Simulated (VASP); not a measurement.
# TiAl3 (I4/mmm) in VASP: notebook

Aim: see how the results for TiAl3 move with the level of theory and the settings. Levels: RPBE, BLYP, r2SCAN, LDA, PBE+D4. Tasks: single point, relaxation of cell and atoms.

All numbers are computed with VASP 6.6.1; they aren't measurements. Logs are shortened: lines on timing, memory, paths and dates and some standing lists are left out, and cuts for length are marked.

### Step 1. The cell of the first run

It takes space group I4/mmm (No. 139, tetragonal). The conventional cell has a = 3.875 Å, b = 3.875 Å, c = 8.671 Å, α = 90.00°, β = 90.00°, γ = 90.00°. Ti (site symmetry 4/mmm) has 12 Al at 2.74 to 2.91 Å within 3.6 Å. Within 3.6 Å of Al (site symmetry -4m2) lie 8 Al at 2.74 to 2.91 Å and 4 Ti at 2.91 Å. Al (site symmetry 4/mmm) has 4 Ti at 2.74 Å and 8 Al at 2.91 Å within 3.6 Å.

### Step 2. Single point, RPBE

INCAR

```
  ALGO = Normal
  EDIFF = 1E-6
  ENCUT = 520
  GGA = RP
  ISIF = 2
  ISMEAR = -1
  LASPH = T
  LCHARG = F
  LREAL = F
  LWAVE = F
  NBANDS = 18
  NELM = 60
  PREC = Accurate
  SIGMA = 0.05
```

KPOINTS

```
k-points
0
Gamma
  10 10 10
```

POSCAR

```
TiAl3
1.0
   -1.9376690438      1.9376690438      4.3354117242
    1.9376690438     -1.9376690438      4.3354117242
    1.9376690438      1.9376690438     -4.3354117242
Ti Al
1 3
Direct
    0.0000000000      0.0000000000      0.0000000000
    0.2500000000      0.7500000000      0.5000000000
    0.7500000000      0.2500000000      0.5000000000
    0.5000000000      0.5000000000      0.0000000000
```

Potentials or basis: VASP PAW PBE potentials, release 64 (Ti_sv, Al).

Started as:

```
cat potpaw_PBE.64/Ti_sv/POTCAR potpaw_PBE.64/Al/POTCAR > POTCAR
mpirun -np 1 vasp_std > vasp.out
```

OUTCAR:

```text
EDIFF = 1E-6
   ENCUT = 520
   GGA = RP
   ISIF = 2
   ISMEAR = -1
   LASPH = T
   LREAL = F
   NELM = 60
   PREC = Accurate

 ion  position               nearest neighbor table
   1  0.000  0.000  0.000-   4 2.74   4 2.74   4 2.74   4 2.74   3 2.91   2 2.91   3 2.91   2 2.91
                             3 2.91   3 2.91   2 2.91   2 2.91
   2  0.250  0.750  0.500-   3 2.74   3 2.74   3 2.74   3 2.74   4 2.91   1 2.91   4 2.91   1 2.91
                             1 2.91   1 2.91   4 2.91   4 2.91
   3  0.750  0.250  0.500-   2 2.74   2 2.74   2 2.74   2 2.74   4 2.91   1 2.91   4 2.91   1 2.91
                             4 2.91   4 2.91   1 2.91   1 2.91
   4  0.500  0.500  0.000-   1 2.74   1 2.74   1 2.74   1 2.74   3 2.91   2 2.91   3 2.91   2 2.91
                             2 2.91   2 2.91   3 2.91   3 2.91

  LATTYP: Found a body centered tetragonal cell.
 ALAT       =     3.8753380876
 C/A-ratio  =     2.2374366449

  Lattice vectors:

 A1 = (  -1.9376690438,   1.9376690438,   4.3354117242)
 A2 = (   1.9376690438,  -1.9376690438,   4.3354117242)
 A3 = (   1.9376690438,   1.9376690438,  -4.3354117242)

Analysis of symmetry for initial positions (statically):
=====================================================================
 Subroutine PRICEL returns:
 Original cell was already a primitive cell.

 Routine SETGRP: Setting up the symmetry group for a
 body centered tetragonal supercell.

 Subroutine GETGRP returns: Found 16 space group operations
 (whereof 16 operations were pure point group operations)
 out of a pool of 16 trial point group operations.

The static configuration has the point symmetry D_4h.

Analysis of symmetry for dynamics (positions and initial velocities):
=====================================================================
 Subroutine PRICEL returns:
 Original cell was already a primitive cell.

 Routine SETGRP: Setting up the symmetry group for a
 body centered tetragonal supercell.

 Subroutine GETGRP returns: Found 16 space group operations
 (whereof 16 operations were pure point group operations)
 out of a pool of 16 trial point group operations.

The dynamic configuration has the point symmetry D_4h.

 Subroutine INISYM returns: Found 16 space group operations
 (whereof 16 operations are pure point group operations),
 and found     1 'primitive' translations

[... 88 lines left out ...]
 SYSTEM =  unknown system
   PREC   = accura    normal or accurate (medium, high low for compatibility)
   ISTART =      0    job   : 0-new  1-cont  2-samecut
   ICHARG =      2    charge: 1-file 2-atom 10-const
   ISPIN  =      1    spin polarized calculation?
   LNONCOLLINEAR =      F non collinear calculations
   LSORBIT =      F    spin-orbit coupling
   LASPH  =      T    aspherical Exc in radial PAW
   ENCUT  =  520.0 eV  38.22 Ry    6.18 a.u.   9.54  9.54  9.54*2*pi/ulx,y,z
   NELM   =     60;   NELMIN=  2; NELMDL= -5     # of ELM steps
   EDIFF  = 0.1E-05   stopping-criterion for ELM
   LREAL  =      F    real-space projection
[... 7 lines left out ...]
   TEBEG  =    0.0;   TEEND  =   0.0 temperature during run
   PSTRESS=    0.0 pullay stress
   NELECT =      21.0000    total number of electrons
   NUPDOWN=      -1.0000    fix difference up-down
   EMIN   =  10.00;   EMAX   =-10.00  energy-range for DOS
   EFERMI =   0.00;   METHOD = LEGACY
   ISMEAR =    -1;   SIGMA  =   0.05  broadening in eV -4-tet -1-fermi 0-gaus
   EFERMI_NEDOS =   21; number of points for ismear=-14 and -15
   IALGO  =     38    algorithm
   IMIX   =      4    mixing-type and parameters
     AMIX     =   0.40;   BMIX     =  1.00
     AMIX_MAG =   1.60;   BMIX_MAG =  1.00
  volume/ion in A,a.u.               =      16.28       109.85
  Fermi-wavevector in a.u.,A,eV,Ry     =   1.122703  2.121600 17.149616  1.260461
  Thomas-Fermi vector in A             =   2.259364
   LORBIT       =      0    0 simple, 1 ext, 2 COOP (PROOUT), +10 PAW based schemes
   GGA     = RP    functional components
   LHFCALC =     F    Hartree Fock is set to
   AEXX    =    0.0000 exact exchange contribution
   IVDW    =     0    specifies the selected vdW correction
   LEPSILON=     F    determine dielectric tensor
   LRPA    =     F    only Hartree local field effects (RPA)
 non-spin polarized calculation
  energy-cutoff  :      520.00
  volume of cell :       65.11
 maximum number of plane-waves:      1771
 NGX is ok and might be reduce to    40
   NGX = 19   NGY = 19   NGZ = 19

 number of electron      21.0000001 magnetization

 Free energy of the ion-electron system (eV)
  ---------------------------------------------------
  ext. energy  EPLUGINS =         0.00000000
  ---------------------------------------------------
  free energy    TOTEN  =       -19.52359900 eV

  energy without entropy =      -19.50971279  energy(sigma->0) =      -19.51665590

 E-fermi :   8.0589     XC(G=0): -10.5618

 val. band max:        8.0557927009   @ k =  -0.1000   0.1000   0.0000
 cond. band min:       8.0663495629   @ k =  -0.3000  -0.3000   0.2000
 fundamental gap:      0.0105568619
 Fermi energy:         8.0588989824

 k-point     1 :       0.0000    0.0000    0.0000
  band No.  band energies     occupation
      1     -48.6424      2.00000
      2     -24.8785      2.00000
      3     -24.8785      2.00000
      4     -24.8014      2.00000
      5      -1.8607      2.00000
      6       5.2545      2.00000
[... 481 lines left out ...]
      5       1.3440      2.00000
      6       2.4481      2.00000
[... 10 lines left out ...]
     17      12.6792      0.00000
     18      13.9068      0.00000

 [... further k-points ...]

------------------------ aborting loop because EDIFF is reached ----------------------------------------

  FORCE on cell =-STRESS in cart. coord.  units (eV):
  Direction    XX          YY          ZZ          XY          YZ          ZX
  --------------------------------------------------------------------------------------
  -------------------------------------------------------------------------------------
  Total       -0.0848475     -0.0848475     -0.0899498      0.0000000     -0.0000000      0.0000000
  in kB       -2.0878545     -2.0878545     -2.2134069      0.0000000     -0.0000000      0.0000000
  external PRESSURE =      -2.1297053 kB  Pullay stress =       0.0000000 kB

 VOLUME and BASIS-vectors are now :
 -----------------------------------------------------------------------------
  energy-cutoff  :      520.00
  volume of cell :       65.11
      direct lattice vectors                 reciprocal lattice vectors
    -1.937669044  1.937669044  4.335411724     0.000000000  0.258042002  0.115329300
     1.937669044 -1.937669044  4.335411724     0.258042002  0.000000000  0.115329300
     1.937669044  1.937669044 -4.335411724     0.258042002  0.258042002  0.000000000

 POSITION                                       TOTAL-FORCE (eV/Angst)
 -----------------------------------------------------------------------------------
      0.00000      0.00000      0.00000        -0.000000     -0.000000      0.000000
      1.93767     -0.00000      2.16771         0.000000     -0.000000     -0.000000
     -0.00000      1.93767      2.16771        -0.000000      0.000000      0.000000
      0.00000      0.00000      4.33541        -0.000000     -0.000000      0.000000
 -----------------------------------------------------------------------------------
    total drift:                               -0.000000     -0.000000     -0.000000

  FREE ENERGIE OF THE ION-ELECTRON SYSTEM (eV)
  ---------------------------------------------------
  free  energy   TOTEN  =       -19.5235990016 eV

  energy  without entropy=      -19.5097127943  energy(sigma->0) =      -19.51665590
```

stdout:

```text
POSCAR found type information on POSCAR TiAl
 POSCAR found :  2 types and       4 ions
 scaLAPACK will be used
 -----------------------------------------------------------------------------
|                                                                             |
|                                                                             |
|     You enforced a specific xc type in the INCAR file but a different       |
|     I HOPE YOU KNOW WHAT YOU ARE DOING!                                     |
|                                                                             |
 -----------------------------------------------------------------------------

 LDA part: xc-table for (Slater+PW92), standard interpolation
 POSCAR, INCAR and KPOINTS ok, starting setup
 FFT: planning ... GRIDC
 FFT: planning ... GRID_SOFT
 FFT: planning ... GRID
 WAVECAR not read
 entering main loop
```

Run time: 2.1 min. Hardware: 1 thread of Intel Xeon Platinum 8259CL at 2.50GHz (Skylake/Cascade Lake), shared host; peak memory 0.3 GiB.

What came out:

```yaml
Free_energy: -19.5236 eV
Pressure: -0.2 GPa
Band_gap_on_the_k_mesh: zero (an odd number of electrons rules out a gap without spin polarisation)
```

Caveat: the PAW data sets were made with another functional, which shifts forces and pressure a little.

### Step 3. Single point, BLYP

This run uses another cell than the first one, of 16.44 Å³/atom.

INCAR

```
SYSTEM = TiAl3
  AGGAC = 1.0
  AGGAX = 1.0
  ALDAC = 0.0
  ALDAX = 1.0
  ALGO = Normal
  EDIFF = 1E-6
  ENCUT = 520
  GGA = B5
  ISIF = 2
  ISMEAR = -1
  LASPH = .True.
  LCHARG = .True.
  LELF = .True.
  LREAL = .False.
  LVHAR = .True.
  LWAVE = .False.
  NBANDS = 18
  NELM = 60
  PREC = Accurate
  SIGMA = 0.05
```

KPOINTS

```
k-points
0
Gamma
  10 10 10
  0 0 0
```

POSCAR

```
TiAl3
1.0
   -1.9398821577      1.9398821577      4.3675786566
    1.9398821577     -1.9398821577      4.3675786566
    1.9398821577      1.9398821577     -4.3675786566
Ti Al
1 3
Direct
    0.0000000000      0.0000000000      0.0000000000
    0.2500000000      0.7500000000      0.5000000000
    0.7500000000      0.2500000000      0.5000000000
    0.5000000000      0.5000000000      0.0000000000
```

Potentials or basis: VASP PAW PBE potentials, release 64 (Ti_sv, Al).

Started as:

```
cat potpaw_PBE.64/Ti_sv/POTCAR potpaw_PBE.64/Al/POTCAR > POTCAR
mpirun -np 1 vasp_std > vasp.out
```

OUTCAR:

```text
SYSTEM = TiAl3
   EDIFF = 1E-6
   ENCUT = 520
   GGA = B5
   ISIF = 2
   ISMEAR = -1
   LASPH = .True.
   LREAL = .False.
   NELM = 60
   PREC = Accurate

 ion  position               nearest neighbor table
   1  0.000  0.000  0.000-   4 2.74   4 2.74   4 2.74   4 2.74   3 2.92   2 2.92   3 2.92   2 2.92
                             3 2.92   3 2.92   2 2.92   2 2.92
   2  0.250  0.750  0.500-   3 2.74   3 2.74   3 2.74   3 2.74   4 2.92   1 2.92   4 2.92   4 2.92
                             1 2.92   1 2.92   4 2.92   1 2.92
[... 709 lines left out ...]
  Direction    XX          YY          ZZ          XY          YZ          ZX
  --------------------------------------------------------------------------------------
  -------------------------------------------------------------------------------------
  Total        0.0701685      0.0701685      0.0734132      0.0000000      0.0000000      0.0000000
  in kB        1.7100201      1.7100201      1.7890947      0.0000000      0.0000000      0.0000000
  external PRESSURE =       1.7363783 kB  Pullay stress =       0.0000000 kB

 VOLUME and BASIS-vectors are now :
 -----------------------------------------------------------------------------
  energy-cutoff  :      520.00
  volume of cell :       65.74
      direct lattice vectors                 reciprocal lattice vectors
    -1.939882158  1.939882158  4.367578657     0.000000000  0.257747615  0.114479907
     1.939882158 -1.939882158  4.367578657     0.257747615  0.000000000  0.114479907
     1.939882158  1.939882158 -4.367578657     0.257747615  0.257747615  0.000000000

 POSITION                                       TOTAL-FORCE (eV/Angst)
 -----------------------------------------------------------------------------------
      0.00000      0.00000      0.00000         0.000000     -0.000000      0.000000
      1.93988     -0.00000      2.18379        -0.000000      0.000000     -0.000000
     -0.00000      1.93988      2.18379        -0.000000     -0.000000      0.000000
      0.00000      0.00000      4.36758         0.000000     -0.000000      0.000000
 -----------------------------------------------------------------------------------
    total drift:                               -0.000000     -0.000000      0.000000

  FREE ENERGIE OF THE ION-ELECTRON SYSTEM (eV)
  ---------------------------------------------------
  free  energy   TOTEN  =       -16.4456098874 eV

  energy  without entropy=      -16.4307254643  energy(sigma->0) =      -16.43816768
```

stdout:

```text
POSCAR found type information on POSCAR TiAl
 POSCAR found :  2 types and       4 ions
 scaLAPACK will be used
 -----------------------------------------------------------------------------
|                                                                             |
|                                                                             |
|     You enforced a specific xc type in the INCAR file but a different       |
|     I HOPE YOU KNOW WHAT YOU ARE DOING!                                     |
|                                                                             |
 -----------------------------------------------------------------------------

 LDA part: xc-table for (Slater(with rela. corr.)+VWN5), standard interpolation
 POSCAR, INCAR and KPOINTS ok, starting setup
 FFT: planning ... GRIDC
 FFT: planning ... GRID_SOFT
 FFT: planning ... GRID
 WAVECAR not read
 entering main loop
```

It took 2.5 min on 1 thread of Intel Xeon Platinum 8259CL at 2.50GHz (Skylake/Cascade Lake), shared host; peak memory 0.3 GiB.

Results:

```yaml
Free_energy: -16.4456 eV
Pressure: 0.2 GPa
Band_gap_on_the_k_mesh: zero (an odd number of electrons rules out a gap without spin polarisation)
```

Levels at points of the mesh, in eV from the Fermi level:
```csv
k point,band 9,band 10,band 11,band 12,band 13,band 14
"(0.00, 0.00, 0.00)",-1.15,-1.15,0.75,1.72,1.72,2.04
"(0.50, 0.00, 0.00)",-1.02,-0.22,0.48,1.70,2.06,2.57
"(0.50, 0.50, 0.00)",-2.54,-2.13,-0.92,1.66,1.82,2.68
"(0.50, 0.50, 0.50)",-0.88,-0.15,0.68,0.68,0.85,3.16
```

Caveat: the PAW data sets were made with another functional, which shifts forces and pressure a little.

[end of part 1 of 2]
